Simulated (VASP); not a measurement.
Here is a VASP 6.6.1 calculation.

INCAR

```
SYSTEM = Zr
PREC     = Accurate       ! precision mode
ENCUT    = 520            ! plane-wave cutoff, eV
EDIFF    = 1E-7           ! SCF threshold, eV
ISMEAR   = -1             ! smearing method
SIGMA    = 0.1            ! smearing width, eV
LREAL    = .FALSE.        ! projectors in reciprocal space
LASPH    = .TRUE.         ! aspherical terms in the spheres
NELM     = 60             ! most SCF steps
ALGO     = Normal         ! electronic algorithm
ISIF     = 2              ! what is computed and relaxed
LWAVE    = .FALSE.        ! write WAVECAR
LCHARG   = .FALSE.        ! write CHGCAR
GGA      = RE             ! functional
NBANDS   = 19             ! bands
```

The input KPOINTS:

```
Automatic mesh
0
G
  18 18 10
  0 0 0
```

Contents of POSCAR:

```
Zr
1.0
    3.2082794655      0.0000000000      0.0000000000
   -1.6041397327      2.7784515196      0.0000000000
    0.0000000000      0.0000000000      5.1287730932
Zr
2
Direct
    0.3333333333      0.6666666667      0.2500000000
    0.6666666667      0.3333333333      0.7500000000
```

Potentials or basis: VASP PAW PBE potentials, release 64 (Zr_sv).

Launch:

```console
$ cat potpaw_PBE.64/Zr_sv/POTCAR > POTCAR
$ mpirun -np 1 vasp_std > vasp.out
```

Predict the band gap on the k mesh.

zero (band 12 reaches 10.22 eV, above the bottom of band 13 at 9.00 eV).

Predict the pressure.

3.9 GPa.

Stress tensor (GPa, compression positive):
```
3.80 0.00 0.00
0.00 3.80 0.00
0.00 0.00 4.20
```

Caveat: the PAW data sets were made with another functional, which shifts forces and pressure a little.
